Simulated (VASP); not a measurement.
Runs of VASP 6.6.1 on Mo. The structure is that of space group P6/mmm (No. 191), or close to it. The cells are those of the table. 

```csv
task,level,cell,cutoff (eV),gap on the mesh (eV),pressure (GPa),relaxed volume (Å³/atom)
single point,PBEsol+D3(BJ),"a = 2.724, b = 2.724, c = 2.447 Å, angles 90.0, 90.0, 120.0°, 1 atom",520,none,0.7,-
relaxation of cell and atoms,r2SCAN,"relaxed from a = 2.736, b = 2.736, c = 2.555 Å, angles 90.0, 90.0, 120.0°, 1 atom",600,none,0.0,16.58
single point,r2SCAN,"a = 2.763, b = 2.763, c = 2.496 Å, angles 90.0, 90.0, 120.0°, 1 atom",520,none,(a),-
single point,BLYP+D3(BJ),"a = 2.751, b = 2.751, c = 2.479 Å, angles 90.0, 90.0, 120.0°, 1 atom",520,none,1.0,-
relaxation of cell and atoms,BLYP+D3(BJ),"relaxed from a = 2.736, b = 2.736, c = 2.555 Å, angles 90.0, 90.0, 120.0°, 1 atom",600,none,0.0,(b)
relaxation of cell and atoms,PBEsol+D3(BJ),"relaxed from a = 2.736, b = 2.736, c = 2.555 Å, angles 90.0, 90.0, 120.0°, 1 atom",600,none,0.0,15.77
```

Alike in all rows: potentials or basis VASP PAW PBE potentials, release 64 (Mo_sv); no spin polarisation; k mesh 12 × 12 × 11; smearing fermi-dirac 0.1 eV.

Problem. Fill in the values left out.

Solution. (a) 1.1; (b) 16.32.

Caveats: the PAW data sets were made with another functional, which shifts forces and pressure a little; pairwise dispersion overbinds metals, which lowers pressure and volume (some runs).

A k mesh can miss the band edges, and the runs leave out spin-orbit coupling on Mo.

A gap of «none» marks levels without a gap at the run's occupations.
